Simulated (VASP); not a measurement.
Here is a VASP 6.6.1 calculation.

Contents of INCAR:

```
PREC = Accurate
ENCUT = 520
EDIFF = 1E-7
ISMEAR = 0
SIGMA = 0.1
LREAL = False
LASPH = True
NELM = 60
ALGO = Normal
ISIF = 2
LWAVE = False
LCHARG = False
GGA = PE
NBANDS = 16
```

Contents of KPOINTS:

```
regular mesh
0
Gamma
  14 14 14
```

Contents of POSCAR:

```
Al4P
1.0
   -1.7918315625      1.7918315625      7.0420151940
    1.7918315625     -1.7918315625      7.0420151940
    1.7918315625      1.7918315625     -7.0420151940
Al P
4 1
Direct
    0.7500000000      0.2500000000      0.5000000000
    0.5925081608      0.5925081608      0.0000000000
    0.4074918392      0.4074918392      0.0000000000
    0.2500000000      0.7500000000      0.5000000000
    0.0000000000      0.0000000000      0.0000000000
```

Potentials or basis: VASP PAW PBE potentials, release 64 (Al, P).

Command:

```bash
$ cat potpaw_PBE.64/Al/POTCAR potpaw_PBE.64/P/POTCAR > POTCAR
$ mpirun -np 1 vasp_std > vasp.out
```

(1) Predict the pressure.

## Answers

(1) 0.0 GPa.
